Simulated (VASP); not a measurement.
Runs of VASP 6.6.1 on V. The structure is that of space group Im-3m (No. 229), or close to it. The cells are those of the table. 

| cell | gap on the mesh (eV) | pressure (GPa) |
| --- | --- | --- |
| a = 2.646 Å, angles 109.5°, 1 atom | none | (a) |
| a = 2.630 Å, angles 109.5°, 1 atom | none | -6.4 |
| a = 2.560 Å, angles 109.5°, 1 atom | none | 8.3 |
| a = 2.578 Å, angles 109.5°, 1 atom | none | 4.1 |

Alike in all rows: task single point; level PBE; potentials or basis VASP PAW PBE potentials, release 64 (V_sv); no spin polarisation; k mesh 51 × 51 × 51; cutoff (eV) 520; smearing fermi-dirac 0.0612256 eV.

Problem. Estimate the missing entries.

Solution. (a) -9.3.

Caveats: the cell stands under tension (at least some runs); the cell stands under pressure (at least some runs).

A gap of «none» marks levels without a gap at the run's occupations.
